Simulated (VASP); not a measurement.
# Ga4SbP3 (P-43m) in VASP: notebook, part 2 of 3

VASP 6.6.1. The steps go on from the part before.

## Step 3: Relaxation of cell and atoms, PBEsol

The input, INCAR:

```
SYSTEM = Ga4SbP3
ALGO = Normal
EDIFF = 1E-7
EDIFFG = -0.005
ENCUT = 600
GGA = PS
IBRION = 2
ISIF = 3
ISMEAR = 0
LASPH = .True.
LCHARG = .False.
LREAL = Auto
LWAVE = .False.
NELM = 100
NSW = 80
PREC = Accurate
SIGMA = 0.01
```

The input, KPOINTS:

```
k-points
0
Gamma
  4 4 4
  0 0 0
```

The input, POSCAR:

```
Ga4SbP3
1.0
    0.0000000000      5.6100000000      5.6100000000
    5.6100000000      0.0000000000      5.6100000000
    5.6100000000      5.6100000000      0.0000000000
Ga Sb P
8 2 6
Direct
    0.0000000000      0.0000000000      0.0000000000
    0.0000000000      0.0000000000      0.5000000000
    0.0000000000      0.5000000000      0.0000000000
    0.0000000000      0.5000000000      0.5000000000
    0.5000000000      0.0000000000      0.0000000000
    0.5000000000      0.0000000000      0.5000000000
    0.5000000000      0.5000000000      0.0000000000
    0.5000000000      0.5000000000      0.5000000000
    0.1250000000      0.1250000000      0.1250000000
    0.6250000000      0.6250000000      0.6250000000
    0.1250000000      0.1250000000      0.6250000000
    0.1250000000      0.6250000000      0.1250000000
    0.1250000000      0.6250000000      0.6250000000
    0.6250000000      0.1250000000      0.1250000000
    0.6250000000      0.1250000000      0.6250000000
    0.6250000000      0.6250000000      0.1250000000
```

Potentials or basis: VASP PAW PBE potentials, release 64 (Ga_d, Sb, P).

Run with:

```
$ cat potpaw_PBE.64/Ga_d/POTCAR potpaw_PBE.64/Sb/POTCAR potpaw_PBE.64/P/POTCAR > POTCAR
$ mpirun -np 1 vasp_std > vasp.out
```

OUTCAR:

```text
SYSTEM = Ga4SbP3
   EDIFF = 1E-7
   EDIFFG = -0.005
   ENCUT = 600
   GGA = PS
   IBRION = 2
   ISIF = 3
   ISMEAR = 0
   LASPH = .True.
   LREAL = Auto
   NELM = 100
   NSW = 80
   PREC = Accurate

 ion  position               nearest neighbor table
   1  0.000  0.000  0.000-   9 2.43  11 2.43  12 2.43  14 2.43
   2  0.000  0.000  0.500-  11 2.43   9 2.43  13 2.43  15 2.43
   3  0.000  0.500  0.000-  12 2.43   9 2.43  13 2.43  16 2.43
   4  0.000  0.500  0.500-  13 2.43  11 2.43  12 2.43  10 2.43
   5  0.500  0.000  0.000-  14 2.43   9 2.43  15 2.43  16 2.43
   6  0.500  0.000  0.500-  15 2.43  11 2.43  14 2.43  10 2.43
[... 8 lines left out ...]
  15  0.625  0.125  0.625-   6 2.43   5 2.43   2 2.43   8 2.43
  16  0.625  0.625  0.125-   7 2.43   5 2.43   3 2.43   8 2.43

  LATTYP: Found a face centered cubic cell.
 ALAT       =    11.2200000000

  Lattice vectors:

 A1 = (   0.0000000000,   5.6100000000,   5.6100000000)
 A2 = (   5.6100000000,   0.0000000000,   5.6100000000)
 A3 = (   5.6100000000,   5.6100000000,   0.0000000000)

Analysis of symmetry for initial positions (statically):
=====================================================================
 Subroutine PRICEL returns following result:

  LATTYP: Found a simple cubic cell.
 ALAT       =     5.6100000000

  Lattice vectors:

 A1 = (  -5.6100000000,   0.0000000000,   0.0000000000)
 A2 = (   0.0000000000,   0.0000000000,   5.6100000000)
 A3 = (   0.0000000000,   5.6100000000,   0.0000000000)

   2 primitive cells build up your supercell.

 Routine SETGRP: Setting up the symmetry group for a
 face centered cubic supercell.

 Subroutine GETGRP returns: Found 24 space group operations
 (whereof  6 operations were pure point group operations)
 out of a pool of 48 trial point group operations.

The static configuration has the point symmetry C_3v.
 The point group associated with its full space group is T_d .

Analysis of symmetry for dynamics (positions and initial velocities):
=====================================================================
 Subroutine PRICEL returns following result:

  LATTYP: Found a simple cubic cell.
 ALAT       =     5.6100000000

  Lattice vectors:

 A1 = (  -5.6100000000,   0.0000000000,   0.0000000000)
 A2 = (   0.0000000000,   0.0000000000,   5.6100000000)
 A3 = (   0.0000000000,   5.6100000000,   0.0000000000)

   2 primitive cells build up your supercell.

 Routine SETGRP: Setting up the symmetry group for a
 face centered cubic supercell.

 Subroutine GETGRP returns: Found 24 space group operations
 (whereof  6 operations were pure point group operations)
 out of a pool of 48 trial point group operations.

The dynamic configuration has the point symmetry C_3v.
 The point group associated with its full space group is T_d .

 Subroutine INISYM returns: Found 24 space group operations
 (whereof  6 operations are pure point group operations),
 and found     2 'primitive' translations

[... 59 lines left out ...]
 Found      8 irreducible k-points:

 Following reciprocal coordinates:
            Coordinates               Weight
  0.000000  0.000000  0.000000      1.000000
  0.250000  0.000000  0.000000      8.000000
  0.500000  0.000000  0.000000      4.000000
  0.250000  0.250000  0.000000      6.000000
  0.500000  0.250000  0.000000     24.000000
 -0.250000  0.250000  0.000000     12.000000
  0.500000  0.500000  0.000000      3.000000
 -0.250000  0.500000  0.250000      6.000000
   k-points           NKPTS =      8   k-points in BZ     NKDIM =      8   number of bands    NBANDS=     86
   number of dos      NEDOS =    301   number of ions     NIONS =     16
   total plane-waves  NPLWV = 262144
   dimension x,y,z NGX =    64 NGY =   64 NGZ =   64
   dimension x,y,z NGXF=   128 NGYF=  128 NGZF=  128
   ions per type =               8   2   6
   NGX,Y,Z   is equivalent  to a cutoff of  13.41, 13.41, 13.41 a.u.
   NGXF,Y,Z  is equivalent  to a cutoff of  26.82, 26.82, 26.82 a.u.
 SYSTEM =  Ga4SbP3
   PREC   = accura    normal or accurate (medium, high low for compatibility)
   ISTART =      0    job   : 0-new  1-cont  2-samecut
   ICHARG =      2    charge: 1-file 2-atom 10-const
   ISPIN  =      1    spin polarized calculation?
   LNONCOLLINEAR =      F non collinear calculations
   LSORBIT =      F    spin-orbit coupling
   LASPH  =      T    aspherical Exc in radial PAW
   ENCUT  =  600.0 eV  44.10 Ry    6.64 a.u.  15.85 15.85 15.85*2*pi/ulx,y,z
   NELM   =    100;   NELMIN=  2; NELMDL= -5     # of ELM steps
   EDIFF  = 0.1E-06   stopping-criterion for ELM
   LREAL  =      T    real-space projection
   EDIFFG = -.5E-02   stopping-criterion for IOM
   NSW    =     80    number of steps for IOM
   IBRION =      2    ionic relax: 0-MD 1-quasi-New 2-CG
   NFREE  =      1    steps in history (QN), initial steepest desc. (CG)
   ISIF   =      3    stress and relaxation
   ISYM   =      2    0-nonsym 1-usesym 2-fastsym
   POTIM  = 0.5000    time-step for ionic-motion
   TEBEG  =    0.0;   TEEND  =   0.0 temperature during run
   PSTRESS=    0.0 pullay stress
   NELECT =     144.0000    total number of electrons
   NUPDOWN=      -1.0000    fix difference up-down
   EMIN   =  10.00;   EMAX   =-10.00  energy-range for DOS
   EFERMI =   0.00;   METHOD = LEGACY
   ISMEAR =     0;   SIGMA  =   0.01  broadening in eV -4-tet -1-fermi 0-gaus
   EFERMI_NEDOS =   21; number of points for ismear=-14 and -15
   IALGO  =     38    algorithm
   IMIX   =      4    mixing-type and parameters
     AMIX     =   0.40;   BMIX     =  1.00
     AMIX_MAG =   1.60;   BMIX_MAG =  1.00
  volume/ion in A,a.u.               =      22.07       148.93
  Fermi-wavevector in a.u.,A,eV,Ry     =   1.214012  2.294149 20.052592  1.473824
  Thomas-Fermi vector in A             =   2.349445
   LORBIT       =      0    0 simple, 1 ext, 2 COOP (PROOUT), +10 PAW based schemes
   GGA     = PS    functional components
   LHFCALC =     F    Hartree Fock is set to
   AEXX    =    0.0000 exact exchange contribution
   IVDW    =     0    specifies the selected vdW correction
   LEPSILON=     F    determine dielectric tensor
   LRPA    =     F    only Hartree local field effects (RPA)
 conjugate gradient relaxation of ions
 non-spin polarized calculation
 Gauss-broadening in eV      SIGMA  =   0.01
  energy-cutoff  :      600.00
  volume of cell :      353.12
 maximum number of plane-waves:     11822
   NGX = 31   NGY = 31   NGZ = 31

--------------------------------------- Ionic step        1  -------------------------------------------

 number of electron     144.0000051 magnetization

 Free energy of the ion-electron system (eV)
  ---------------------------------------------------
  ext. energy  EPLUGINS =         0.00000000
  ---------------------------------------------------
  free energy    TOTEN  =       -73.85076845 eV

  energy without entropy =      -73.85076845  energy(sigma->0) =      -73.85076845

------------------------ aborting loop because EDIFF is reached ----------------------------------------

  FORCE on cell =-STRESS in cart. coord.  units (eV):
  Direction    XX          YY          ZZ          XY          YZ          ZX
  --------------------------------------------------------------------------------------
  -------------------------------------------------------------------------------------
  Total        2.3773464      2.3773464      2.3773464     -0.0000000      0.0000000      0.0000000
  in kB       10.7865974     10.7865974     10.7865974     -0.0000000      0.0000000      0.0000000
  external PRESSURE =      10.7865974 kB  Pullay stress =       0.0000000 kB
[... 287 lines left out ...]
--------------------------------------- Ionic step        7  -------------------------------------------

 number of electron     144.0000017 magnetization

 Free energy of the ion-electron system (eV)
  ---------------------------------------------------
  ext. energy  EPLUGINS =         0.00000000
  ---------------------------------------------------
  free energy    TOTEN  =       -74.86392984 eV

  energy without entropy =      -74.86392984  energy(sigma->0) =      -74.86392984

 E-fermi :   4.9289     XC(G=0):  -9.8611

 val. band max:        4.8506874082   @ k =   0.0000   0.0000   0.0000
 cond. band min:       5.1839945822   @ k =   0.0000   0.0000   0.0000
 fundamental gap:      0.3333071739
 Fermi energy:         4.9289284983

 k-point     1 :       0.0000    0.0000    0.0000
  band No.  band energies     occupation
      1     -10.0693      2.00000
      2     -10.0693      2.00000
      3     -10.0648      2.00000
      4     -10.0418      2.00000
      5     -10.0418      2.00000
      6     -10.0418      2.00000
[... 685 lines left out ...]
     83       8.7463      0.00000
     84       8.7463      0.00000
 [bands above 84 left out]

------------------------ aborting loop because EDIFF is reached ----------------------------------------

  FORCE on cell =-STRESS in cart. coord.  units (eV):
  Direction    XX          YY          ZZ          XY          YZ          ZX
  --------------------------------------------------------------------------------------
  -------------------------------------------------------------------------------------
  Total        0.0134930      0.0134930      0.0134930     -0.0000000      0.0000000      0.0000000
  in kB        0.0613676      0.0613676      0.0613676     -0.0000000      0.0000000      0.0000000
  external PRESSURE =       0.0613676 kB  Pullay stress =       0.0000000 kB
[... 31 lines left out ...]
  FREE ENERGIE OF THE ION-ELECTRON SYSTEM (eV)
  ---------------------------------------------------
  free  energy   TOTEN  =       -74.8639298427 eV

  energy  without entropy=      -74.8639298427  energy(sigma->0) =      -74.86392984

 reached required accuracy - stopping structural energy minimisation
```

It took 68 min on 1 thread of AMD EPYC 7R43 (Zen 3), shared host; peak memory 0.7 GiB.

Results:

```
Free energy                            : -74.8639 eV
Relaxed volume                         : 22.02 Å³/atom
Relaxed cell                           : a = 7.927 Å, b = 7.927 Å, c = 7.927 Å, α = 60.00°, β = 60.00°, γ = 60.00°
Space group after relaxing (to 0.05 Å) : P-43m (No. 215)
Energy gained by relaxing              : 63.3 meV/atom
Ionic steps                            : 7
Pressure after relaxing                : 0.0 GPa
Band gap on the k mesh                 : 0.33 eV
```

Step by step:
| step | energy change (eV) | largest force (eV/Å) | pressure (GPa) | volume (Å³) |
| --- | --- | --- | --- | --- |
| 1 | 0.0000 | 2.1588 | 1.08 | 353.12 |
| 2 | -0.9548 | 0.2460 | -1.49 | 360.77 |
| 3 | -0.9608 | 0.0987 | -1.66 | 361.46 |
| 4 | -1.0068 | 0.0413 | 0.67 | 349.65 |
| 5 | -1.0131 | 0.0050 | -0.08 | 352.57 |
| 6 | -1.0131 | 0.0085 | 0.00 | 352.31 |
| 7 | -1.0132 | 0.0020 | 0.01 | 352.27 |

Final structure:
```
Ga Sb P
1.0
     0.00000    5.60553    5.60553
     5.60553    0.00000    5.60553
     5.60553    5.60553    0.00000
Ga Sb P
8 2 6
Direct
  0.99370 0.99370 0.99370
  0.99370 0.99370 0.51890
  0.99370 0.51890 0.99370
  0.01890 0.49370 0.49370
  0.51890 0.99370 0.99370
  0.49370 0.01890 0.49370
  0.49370 0.49370 0.01890
  0.49370 0.49370 0.49370
  0.12500 0.12500 0.12500
  0.62500 0.62500 0.62500
  0.12500 0.12500 0.62500
  0.12500 0.62500 0.12500
  0.12500 0.62500 0.62500
  0.62500 0.12500 0.12500
  0.62500 0.12500 0.62500
  0.62500 0.62500 0.12500
```

Levels at points of the mesh, in eV from the valence-band top:
| k point | band 68 | band 69 | band 70 | band 71 | band 72 | band 73 | band 74 | band 75 | band 76 | band 77 |
| --- | --- | --- | --- | --- | --- | --- | --- | --- | --- | --- |
| (0.00, 0.00, 0.00) | -0.62 | -0.62 | 0.00 | 0.00 | 0.00 | 0.33 | 0.87 | 0.87 | 0.87 | 1.31 |
| (0.50, 0.00, 0.00) | -2.20 | -0.63 | -0.63 | -0.63 | -0.63 | 1.23 | 1.23 | 2.01 | 2.01 | 2.01 |
| (0.50, 0.50, 0.00) | -1.54 | -1.41 | -1.41 | -0.94 | -0.94 | 1.50 | 1.82 | 2.28 | 2.28 | 2.78 |

Caveat: the PAW data sets were made with another functional, which shifts forces and pressure a little; spin-orbit coupling is left out, which moves the levels of the heavy elements.

(Part 2 of 3 ends here.)
